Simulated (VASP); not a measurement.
# MnSi16C15 (a cell with a defect) (Moissanite) in VASP: electric field gradients with PBE

Aim: the electric field gradients of MnSi16C15 (a cell with a defect) (Moissanite) with PBE.

Everything below comes from runs of VASP 6.6.1. Logs are shortened: lines on timing, memory, paths and dates and some standing lists are left out, and cuts for length are marked.

### 1 The cell of the first run

The cell holds a defect, 32 atoms: a = 6.152 Å, b = 6.152 Å, c = 10.096 Å, α = 90.00°, β = 90.00°, γ = 120.00°.

### 2 Electric field gradients, PBE, collinear spin, ferromagnetic start

The input, INCAR:

```
PREC = Accurate
ENCUT = 520
EDIFF = 1E-8
ISMEAR = -1
SIGMA = 0.01
LREAL = Auto
LASPH = True
NELM = 150
ALGO = Normal
ISIF = 2
LWAVE = False
LCHARG = False
ISPIN = 2
MAGMOM = 0 0 0 0 0 0 0 0 0 0 0 0 0 0 0 0 5 0 0 0 0 0 0 0 0 0 0 0 0 0 0 0
LORBIT = 11
LMAXMIX = 4
GGA = PE
LEFG = True
NELECT = 139.0
NBANDS = 94
```

The input, KPOINTS:

```
regular mesh
0
Gamma
  4 4 2
```

The input, POSCAR:

```
MnSi16C15
1.0
    6.1520000000      0.0000000000      0.0000000000
   -3.0760000000      5.3277882840      0.0000000000
    0.0000000000      0.0000000000     10.0960000000
Si Mn C
16 1 15
Direct
    0.1666666666      0.3333333334      0.0000000000
    0.1666666666      0.3333333334      0.5000000000
    0.1666666666      0.8333333334      0.0000000000
    0.1666666666      0.8333333334      0.5000000000
    0.6666666666      0.3333333334      0.0000000000
    0.6666666666      0.3333333334      0.5000000000
    0.6666666666      0.8333333334      0.0000000000
    0.6666666666      0.8333333334      0.5000000000
    0.3333333334      0.1666666666      0.2500000000
    0.3333333334      0.1666666666      0.7500000000
    0.3333333334      0.6666666666      0.2500000000
    0.3333333334      0.6666666666      0.7500000000
    0.8333333334      0.1666666666      0.2500000000
    0.8333333334      0.1666666666      0.7500000000
    0.8333333334      0.6666666666      0.2500000000
    0.8333333334      0.6666666666      0.7500000000
    0.1666666666      0.3333333334      0.1925000000
    0.1666666666      0.3333333334      0.6925000000
    0.1666666666      0.8333333334      0.1925000000
    0.1666666666      0.8333333334      0.6925000000
    0.6666666666      0.3333333334      0.1925000000
    0.6666666666      0.3333333334      0.6925000000
    0.6666666666      0.8333333334      0.1925000000
    0.6666666666      0.8333333334      0.6925000000
    0.3333333334      0.1666666666      0.4425000000
    0.3333333334      0.1666666666      0.9425000000
    0.3333333334      0.6666666666      0.4425000000
    0.3333333334      0.6666666666      0.9425000000
    0.8333333334      0.1666666666      0.4425000000
    0.8333333334      0.1666666666      0.9425000000
    0.8333333334      0.6666666666      0.4425000000
    0.8333333334      0.6666666666      0.9425000000
```

Potentials or basis: VASP PAW PBE potentials, release 64 (Si, Mn_pv, C).

Command:

```bash
$ cat potpaw_PBE.64/Si/POTCAR potpaw_PBE.64/Mn_pv/POTCAR potpaw_PBE.64/C/POTCAR > POTCAR
$ mpirun -np 1 vasp_std > vasp.out
```

OUTCAR:

```text
PREC = Accurate
   ENCUT = 520
   EDIFF = 1E-8
   ISMEAR = -1
   LREAL = Auto
   LASPH = True
   NELM = 150
   ISIF = 2
   ISPIN = 2
   LORBIT = 11
   GGA = PE
   NELECT = 139.0

 ion  position               nearest neighbor table
   1  0.167  0.333  0.000-  28 1.87  30 1.87  26 1.87  17 1.94   3 3.08   7 3.08   3 3.08   7 3.08
                             5 3.08   5 3.08  12 3.09  11 3.09  14 3.09  13 3.09  10 3.09   9 3.09
   2  0.167  0.333  0.500-  27 1.87  29 1.87  25 1.87  18 1.94   4 3.08   8 3.08   4 3.08   8 3.08
                             6 3.08   6 3.08  12 3.09  11 3.09  14 3.09  13 3.09  10 3.09   9 3.09
   3  0.167  0.833  0.000-  26 1.87  32 1.87  28 1.87  19 1.94   1 3.08   5 3.08   1 3.08   5 3.08
                             7 3.08   7 3.08  10 3.09   9 3.09  16 3.09  15 3.09  12 3.09  11 3.09
   4  0.167  0.833  0.500-  25 1.87  31 1.87  27 1.87  20 1.94   2 3.08   6 3.08   2 3.08   6 3.08
                             8 3.08   8 3.08  10 3.09   9 3.09  16 3.09  15 3.09  12 3.09  11 3.09
   5  0.667  0.333  0.000-  32 1.87  26 1.87  30 1.87  21 1.94   3 3.08   7 3.08   7 3.08   3 3.08
                             1 3.08   1 3.08  16 3.09  15 3.09  10 3.09   9 3.09  14 3.09  13 3.09
   6  0.667  0.333  0.500-  31 1.87  25 1.87  29 1.87  22 1.94   4 3.08   8 3.08   8 3.08   4 3.08
                             2 3.08   2 3.08  16 3.09  15 3.09  10 3.09   9 3.09  14 3.09  13 3.09
   7  0.667  0.833  0.000-  30 1.87  28 1.87  32 1.87  23 1.94   1 3.08   5 3.08   5 3.08   1 3.08
                             3 3.08   3 3.08  14 3.09  13 3.09  12 3.09  11 3.09  16 3.09  15 3.09
   8  0.667  0.833  0.500-  29 1.87  27 1.87  31 1.87  24 1.94   2 3.08   6 3.08   6 3.08   2 3.08
                             4 3.08   4 3.08  14 3.09  13 3.09  12 3.09  11 3.09  16 3.09  15 3.09
   9  0.333  0.167  0.250-  19 1.87  21 1.87  17 1.87  25 1.94  11 3.08  15 3.08  11 3.08  15 3.08
                            13 3.08  13 3.08   3 3.09   4 3.09   5 3.09   6 3.09   1 3.09   2 3.09
  10  0.333  0.167  0.750-  20 1.87  22 1.87  18 1.87  26 1.94  12 3.08  16 3.08  12 3.08  16 3.08
                            14 3.08  14 3.08   3 3.09   4 3.09   5 3.09   6 3.09   1 3.09   2 3.09
  11  0.333  0.667  0.250-  17 1.87  23 1.87  19 1.87  27 1.94   9 3.08  13 3.08   9 3.08  13 3.08
                            15 3.08  15 3.08   1 3.09   2 3.09   7 3.09   8 3.09   3 3.09   4 3.09
  12  0.333  0.667  0.750-  18 1.87  24 1.87  20 1.87  28 1.94  10 3.08  14 3.08  10 3.08  14 3.08
                            16 3.08  16 3.08   1 3.09   2 3.09   7 3.09   8 3.09   3 3.09   4 3.09
  13  0.833  0.167  0.250-  23 1.87  17 1.87  21 1.87  29 1.94  11 3.08  15 3.08  15 3.08  11 3.08
                             9 3.08   9 3.08   7 3.09   8 3.09   1 3.09   2 3.09   5 3.09   6 3.09
  14  0.833  0.167  0.750-  24 1.87  18 1.87  22 1.87  30 1.94  12 3.08  16 3.08  16 3.08  12 3.08
                            10 3.08  10 3.08   7 3.09   8 3.09   1 3.09   2 3.09   5 3.09   6 3.09
  15  0.833  0.667  0.250-  21 1.87  19 1.87  23 1.87  31 1.94   9 3.08  13 3.08  13 3.08   9 3.08
                            11 3.08  11 3.08   5 3.09   6 3.09   3 3.09   4 3.09   7 3.09   8 3.09
  16  0.833  0.667  0.750-  22 1.87  20 1.87  24 1.87  32 1.94  10 3.08  14 3.08  14 3.08  10 3.08
                            12 3.08  12 3.08   5 3.09   6 3.09   3 3.09   4 3.09   7 3.09   8 3.09
  17  0.167  0.333  0.193-  11 1.87  13 1.87   9 1.87   1 1.94   2 3.10
  18  0.167  0.333  0.693-  12 1.87  14 1.87  10 1.87   2 1.94
  19  0.167  0.833  0.193-   9 1.87  15 1.87  11 1.87   3 1.94
  20  0.167  0.833  0.693-  10 1.87  16 1.87  12 1.87   4 1.94
  21  0.667  0.333  0.193-  15 1.87   9 1.87  13 1.87   5 1.94
  22  0.667  0.333  0.693-  16 1.87  10 1.87  14 1.87   6 1.94
  23  0.667  0.833  0.193-  13 1.87  11 1.87  15 1.87   7 1.94
  24  0.667  0.833  0.693-  14 1.87  12 1.87  16 1.87   8 1.94
  25  0.333  0.167  0.443-   4 1.87   6 1.87   2 1.87   9 1.94
  26  0.333  0.167  0.943-   3 1.87   5 1.87   1 1.87  10 1.94
  27  0.333  0.667  0.443-   2 1.87   8 1.87   4 1.87  11 1.94
  28  0.333  0.667  0.943-   1 1.87   7 1.87   3 1.87  12 1.94
  29  0.833  0.167  0.443-   8 1.87   2 1.87   6 1.87  13 1.94
  30  0.833  0.167  0.943-   7 1.87   1 1.87   5 1.87  14 1.94
  31  0.833  0.667  0.443-   6 1.87   4 1.87   8 1.87  15 1.94
  32  0.833  0.667  0.943-   5 1.87   3 1.87   7 1.87  16 1.94

  LATTYP: Found a hexagonal cell.
 ALAT       =     6.1520000000
 C/A-ratio  =     1.6410923277

  Lattice vectors:

 A1 = (   6.1520000000,   0.0000000000,   0.0000000000)
 A2 = (  -3.0760000000,   5.3277882840,   0.0000000000)
 A3 = (   0.0000000000,   0.0000000000,  10.0960000000)

Analysis of symmetry for initial positions (statically):
=====================================================================
 Subroutine PRICEL returns:
 Original cell was already a primitive cell.

 Routine SETGRP: Setting up the symmetry group for a
 hexagonal supercell.

 Subroutine GETGRP returns: Found  6 space group operations
 (whereof  2 operations were pure point group operations)
 out of a pool of 24 trial point group operations.

[... 906 lines left out ...]
 k-point     1 :       0.0000    0.0000    0.0000
  band No.  band energies     occupation
      1     -35.5426      1.00000
      2     -35.5270      1.00000
      3     -35.5270      1.00000
      4      -7.3090      1.00000
      5      -6.1049      1.00000
      6      -5.7909      1.00000
[... 661 lines left out ...]
     80      13.5530      0.00000
     81      13.6985      0.00000
 [bands above 81 left out]

------------------------ aborting loop because EDIFF is reached ----------------------------------------

  FORCE on cell =-STRESS in cart. coord.  units (eV):
  Direction    XX          YY          ZZ          XY          YZ          ZX
  --------------------------------------------------------------------------------------
  -------------------------------------------------------------------------------------
  Total       59.6288674     59.6288674     51.1983252      0.0000000      0.0000000      0.0000000
  in kB      288.7051399    288.7051399    247.8869763      0.0000000      0.0000000      0.0000000
  external PRESSURE =     275.0990854 kB  Pullay stress =       0.0000000 kB

 VOLUME and BASIS-vectors are now :
 -----------------------------------------------------------------------------
  energy-cutoff  :      520.00
  volume of cell :      330.91
      direct lattice vectors                 reciprocal lattice vectors
     6.152000000  0.000000000  0.000000000     0.162548765  0.093847573  0.000000000
    -3.076000000  5.327788284  0.000000000     0.000000000  0.187695146  0.000000000
     0.000000000  0.000000000 10.096000000     0.000000000  0.000000000  0.099049128

 POSITION                                       TOTAL-FORCE (eV/Angst)
 -----------------------------------------------------------------------------------
     -0.00000      1.77593      0.00000         0.000000     -0.000000     -3.771930
     -0.00000      1.77593      5.04800         0.000000     -0.000000     -0.522132
     -1.53800      4.43982      0.00000         0.282797      0.163273      1.473729
     -1.53800      4.43982      5.04800         0.478127      0.276047      0.448105
      3.07600      1.77593      0.00000         0.000000     -0.326546      1.473729
      3.07600      1.77593      5.04800         0.000000     -0.552093      0.448105
[... 24 lines left out ...]
      3.07600      3.55186      4.46748         0.000000     -0.000000     -0.550785
      3.07600      3.55186      9.51548         0.000000     -0.000000     -1.061063
 -----------------------------------------------------------------------------------
    total drift:                                0.000002      0.000001     -0.248112

  FREE ENERGIE OF THE ION-ELECTRON SYSTEM (eV)
  ---------------------------------------------------
  free  energy   TOTEN  =      -209.6594122190 eV

  energy  without entropy=     -209.6571071586  energy(sigma->0) =     -209.65825969

 Electric field gradients (V/A^2)
---------------------------------------------------------------------
 ion       V_xx      V_yy      V_zz      V_xy      V_xz      V_yz
---------------------------------------------------------------------
   1      33.593    33.593   -67.185    -0.000     0.000    -0.000
   2     -11.545   -11.545    23.089    -0.000     0.000    -0.000
   3      -6.016    -6.241    12.256     0.195    -0.093    -0.054
   4     -10.612   -10.512    21.124    -0.086    -0.913    -0.527
   5      -6.353    -5.903    12.256    -0.000     0.000     0.107
   6     -10.462   -10.662    21.124    -0.000     0.000     1.054
[... 24 lines left out ...]
  31      -0.608    -0.609     1.217    -0.000     0.000    -0.000
  32      -2.027    -2.027     4.054    -0.000     0.000    -0.000
---------------------------------------------------------------------

 Electric field gradients after diagonalization (V/A^2)
 (convention: |V_zz| > |V_xx| > |V_yy|)
----------------------------------------------------------------------
 ion       V_xx      V_yy      V_zz     asymmetry (V_yy - V_xx)/ V_zz
----------------------------------------------------------------------
   1      33.593    33.593   -67.185       0.000
   2     -11.545   -11.545    23.089       0.000
   3      -6.353    -5.904    12.257       0.037
   4     -10.697   -10.462    21.159       0.011
   5      -6.353    -5.904    12.257       0.037
   6     -10.697   -10.462    21.159       0.011
[... 24 lines left out ...]
  31      -0.609    -0.608     1.217       0.000
  32      -2.027    -2.027     4.054       0.000
----------------------------------------------------------------------

           NMR quadrupolar parameters

 Cq : quadrupolar parameter    Cq=e*Q*V_zz/h
 eta: asymmetry parameters     (V_yy - V_xx)/ V_zz
 Q  : nuclear electric quadrupole moment in mb (millibarn)
----------------------------------------------------------------------
 ion       Cq(MHz)       eta       Q (mb)
----------------------------------------------------------------------
   1      -0.162       0.000       1.000
   2       0.056       0.000       1.000
   3       0.030       0.037       1.000
   4       0.051       0.011       1.000
   5       0.030       0.037       1.000
   6       0.051       0.011       1.000
[... 24 lines left out ...]
  31       0.003       0.000       1.000
  32       0.010       0.000       1.000
----------------------------------------------------------------------

 total charge

# of ion       s       p       d       tot
------------------------------------------
    1        0.772   1.075   0.000   1.847
    2        0.715   0.977   0.000   1.692
    3        0.716   0.976   0.000   1.692
    4        0.715   0.982   0.000   1.697
    5        0.716   0.976   0.000   1.692
    6        0.715   0.982   0.000   1.697
[... 24 lines left out ...]
   31        0.843   1.726   0.000   2.568
   32        0.844   1.725   0.000   2.568
--------------------------------------------------
tot         25.106  48.128   6.346  79.580

 magnetization (x)

# of ion       s       p       d       tot
------------------------------------------
    1       -0.000   0.001   0.000   0.001
    2        0.000   0.000   0.000   0.000
    3        0.000   0.000   0.000   0.000
    4        0.000   0.000   0.000   0.000
    5        0.000   0.000   0.000   0.000
    6        0.000   0.000   0.000   0.000
[... 24 lines left out ...]
   31        0.000   0.000   0.000   0.000
   32        0.000   0.000   0.000   0.000
--------------------------------------------------
tot          0.006   0.025   0.015   0.046
```

Run time: 15 min. Hardware: 1 thread of AMD EPYC 9R45 (Zen 5), shared host; peak memory 0.73 GiB.

Results:

```
Free energy                                           : -209.6594 eV
Largest force                                         : 6.331 eV/Å
Net moment                                            : 0.10 μB per cell
Site moments                                          : Si +0.00; Mn +0.03; C -0.00, +0.00 μB
Valence electrons inside the program's atomic spheres : Si 1.85, 1.69, 1.70; Mn 13.43; C 2.57, 2.55, 2.56
```

Forces on the atoms (eV/Å):
```
Si   0.000  0.000 -3.772
Si   0.000  0.000 -0.522
Si   0.283  0.163  1.474
Si   0.478  0.276  0.448
Si   0.000 -0.327  1.474
Si   0.000 -0.552  0.448
Si  -0.283  0.163  1.474
Si  -0.478  0.276  0.448
Si   4.952 -2.859  2.716
Si   0.195 -0.112  1.238
Si   0.000  5.718  2.716
Si   0.000  0.225  1.238
Si  -4.952 -2.859  2.716
Si  -0.195 -0.112  1.238
Si   0.000  0.000  0.291
Si   0.000  0.000  0.953
Mn   0.000  0.000 -0.659
C    0.000  0.000 -0.863
C   -0.209 -0.121 -1.154
C   -0.269 -0.155 -0.902
C    0.000  0.241 -1.154
C    0.000  0.311 -0.902
C    0.209 -0.121 -1.154
C    0.269 -0.155 -0.902
C    0.526 -0.304  0.354
C    0.532 -0.307 -2.114
C    0.000  0.608  0.354
C    0.000  0.614 -2.114
C   -0.526 -0.304  0.354
C   -0.532 -0.307 -2.114
C    0.000  0.000 -0.551
C    0.000  0.000 -1.061
```

Levels at points of the mesh, in eV from the Fermi level:
Spin up:
| k point | band 67 | band 68 | band 69 | band 70 | band 71 | band 72 | band 73 | band 74 |
| --- | --- | --- | --- | --- | --- | --- | --- | --- |
| (0.00, 0.00, 0.00) | -1.98 | -1.30 | -1.30 | -0.15 | 0.22 | 0.22 | 0.31 | 0.83 |
| (0.50, 0.00, 0.00) | -1.50 | -0.96 | -0.66 | -0.45 | 0.33 | 1.05 | 1.24 | 1.42 |
| (0.00, 0.00, 0.50) | -2.02 | -1.22 | -1.22 | -0.53 | 0.28 | 0.28 | 0.36 | 0.59 |
| (0.50, 0.00, 0.50) | -1.43 | -0.99 | -0.63 | -0.44 | 0.51 | 1.24 | 1.25 | 1.40 |
Spin down:
| k point | band 66 | band 67 | band 68 | band 69 | band 70 | band 71 | band 72 | band 73 | band 74 | band 75 |
| --- | --- | --- | --- | --- | --- | --- | --- | --- | --- | --- |
| (0.00, 0.00, 0.00) | -2.14 | -1.97 | -1.29 | -1.29 | -0.14 | 0.22 | 0.22 | 0.31 | 0.84 | 0.84 |
| (0.50, 0.00, 0.00) | -1.73 | -1.49 | -0.94 | -0.65 | -0.42 | 0.34 | 1.05 | 1.24 | 1.42 | 1.48 |
| (0.00, 0.00, 0.50) | -2.17 | -2.01 | -1.21 | -1.21 | -0.52 | 0.28 | 0.28 | 0.37 | 0.59 | 0.59 |
| (0.50, 0.00, 0.50) | -1.62 | -1.41 | -0.97 | -0.61 | -0.41 | 0.52 | 1.25 | 1.26 | 1.40 | 1.71 |

Electric field gradients, principal values (V/Å²):
```
 atom    least   middle  greatest (by size)
 1 Si   33.593   33.593             -67.185
 2 Si  -11.545  -11.545              23.089
 3 Si   -5.904   -6.353              12.257
 4 Si  -10.462  -10.697              21.159
 5 Si   -5.904   -6.353              12.257
 6 Si  -10.462  -10.697              21.159
 7 Si   -5.904   -6.353              12.257
 8 Si  -10.463  -10.697              21.159
 9 Si   12.697   42.914             -55.611
10 Si   -4.137   -4.608               8.745
11 Si   12.698   42.914             -55.611
12 Si   -4.136   -4.608               8.744
13 Si   12.698   42.914             -55.611
14 Si   -4.136   -4.608               8.744
15 Si  -10.401  -10.401              20.802
16 Si   -7.529   -7.529              15.058
17 Mn    0.680    0.686              -1.366
 18 C   -0.137   -0.137               0.274
 19 C    1.714    2.171              -3.885
 20 C   -0.650   -0.797               1.447
 21 C    1.714    2.171              -3.885
 22 C   -0.650   -0.797               1.447
 23 C    1.712    2.173              -3.885
 24 C   -0.650   -0.796               1.447
 25 C    0.070    0.645              -0.715
 26 C   -1.243   -4.315               5.558
 27 C    0.070    0.645              -0.715
 28 C   -1.243   -4.315               5.558
 29 C    0.070    0.645              -0.715
 30 C   -1.243   -4.315               5.558
 31 C   -0.608   -0.609               1.217
 32 C   -2.027   -2.027               4.054
```

Caveat: the cell carries a net charge on a neutralising background, which shifts energy and pressure; the cell is charged against a uniform background, so pressure and absolute levels hang on convention; the starting moments collapsed, and a magnetic state may lie lower; without QUAD_EFG the Cq values of the log hold for a quadrupole moment of 1 mb, not for the nuclei.
